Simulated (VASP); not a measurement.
ZnO, 4 atoms in the cell. It takes space group P6_3mc (No. 186, hexagonal). The conventional cell has a = 3.271 Å, b = 3.271 Å, c = 5.238 Å, α = 90.00°, β = 90.00°, γ = 120.00°. Zn (site symmetry 3m) has 4 O at 1.99 to 2.00 Å within 2.6 Å. Within 2.6 Å of O (site symmetry 3m) lie 4 Zn at 1.99 to 2.00 Å. 

```yaml
Program: VASP 6.6.1
Task: relaxation of the atoms
Functional: PBE
Potentials_or_basis: VASP PAW PBE potentials, release 64 (Zn, O)
Cutoff: 520 eV
k_mesh: 11 × 11 × 6
Occupations: fermi-dirac, width 0.02 eV
Spin: no spin polarisation
Dipole_correction: no
Further_INCAR_settings: ALGO = Normal; EDIFF = 1e-07; IBRION = 2; EDIFFG = -0.02; NSW = 80
```

Potentials or basis: VASP PAW PBE potentials, release 64 (Zn, O).

Launch:

```sh
$ cat potpaw_PBE.64/Zn/POTCAR potpaw_PBE.64/O/POTCAR > POTCAR
$ mpirun -np 1 vasp_std > vasp.out
```

Hardware: 1 thread of AMD EPYC 7R43 64-Core Processor (Zen 3), with other jobs on the host.

Q: Estimate the wall time of this run.

A: Wall time 81 s on 1 thread of AMD EPYC 7R43 64-Core Processor (Zen 3), with other jobs on the host, peak memory 0.16 GiB. Counts: scf iterations 16, k points 64, ion steps 1.
